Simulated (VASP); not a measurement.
BiTe: single point with PBE

BiTe:

```
CELL_PARAMETERS angstrom
0.00000 3.41508 2.90282
3.41508 0.00000 2.90282
3.41508 3.41508 0.00000
ATOMIC_POSITIONS crystal
Bi 0.00000 0.00000 0.00000
Te 0.50000 0.50000 0.50000
```

This cell differs from its parent crystal: ratio of the length along z to the lengths across it x 0.85, volume and fractional coordinates fixed.

| Item | Value |
| --- | --- |
| Program | VASP 6.6.1 |
| Task | single point |
| Functional | PBE |
| Potentials or basis | VASP PAW PBE potentials, release 64 (Bi_d, Te) |
| Cutoff | 520 eV |
| k mesh | 14 × 14 × 14 |
| Occupations | gaussian, width 0.15 eV |
| Spin | no spin polarisation |
| Dipole correction | no |
| Further INCAR settings | ALGO = Normal; EDIFF = 1e-07; NBANDS = 18 |

```json
{
 "Pressure": "3.7 GPa",
 "Band gap on the k mesh": "zero (an odd number of electrons rules out a gap without spin polarisation)"
}
```

Stress tensor (GPa, compression positive):
```
-2.64  0.00  0.00
 0.00 -2.64  0.00
 0.00  0.00 16.26
```

Levels at points of the mesh, in eV from the Fermi level:
| k point | band 6 | band 7 | band 8 | band 9 | band 10 | band 11 | band 12 | band 13 | band 14 | band 15 |
| --- | --- | --- | --- | --- | --- | --- | --- | --- | --- | --- |
| (0.00, 0.00, 0.00) | -13.70 | -7.89 | -4.02 | -1.79 | -1.79 | 0.95 | 0.95 | 4.46 | 4.46 | 4.81 |
| (0.50, 0.00, 0.00) | -11.70 | -11.43 | -2.12 | -2.05 | -1.13 | -0.86 | -0.85 | 0.20 | 7.22 | 7.34 |
| (0.50, 0.50, 0.00) | -11.25 | -10.48 | -6.11 | -4.24 | -4.24 | 2.07 | 3.38 | 3.38 | 6.83 | 8.85 |
| (0.50, 0.00, 0.50) | -12.46 | -9.20 | -5.54 | -5.01 | -2.83 | 1.87 | 2.53 | 4.35 | 6.18 | 7.26 |

Wall time 3.2 min on 1 thread of AMD EPYC 9R45 96-Core Processor (Zen 5), with other jobs on the host, peak memory 0.4 GiB.

Caveat: the cell stands under pressure; spin-orbit coupling is left out, which moves the levels of the heavy elements.
